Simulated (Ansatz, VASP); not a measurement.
## Ir: VASP beside Ansatz

```
Ir
1.0
     0.00000    1.89553    1.89553
     1.89553    0.00000    1.89553
     1.89553    1.89553    0.00000
Ir
1
Direct
  0.00000 0.00000 0.00000
```

Alike in both runs: task relaxation of cell and atoms; functional r2SCAN; k mesh 8 × 8 × 8; no spin polarisation.

|  | VASP | Ansatz |
| --- | --- | --- |
| version | VASP 6.6.1 | Ansatz 0.2.0 |
| potentials or method | VASP PAW PBE potentials, release 64 (Ir_sv_GW), cutoff 550 eV | PAW plane waves |
| occupations | fermi-dirac, width 0.1 eV | fermi-dirac |
| valence electrons in the cell | 17 | 17 |

|  | VASP | Ansatz | Ansatz less VASP |
| --- | --- | --- | --- |
| gap on the k mesh at the Fermi level, each at its own relaxed structure (eV) | none | none | - |
| relaxed volume (Å³/atom) | 14.18 | 14.27 | +0.090 |
| relaxed cell length with the largest relative difference (Å) | 2.717 | 2.722 | +0.0057 |

VASP's potentials were made for PBE, not for r2SCAN. A gap of «none» marks a metal or a gap that the smearing closes.

Spin-orbit coupling is off throughout.
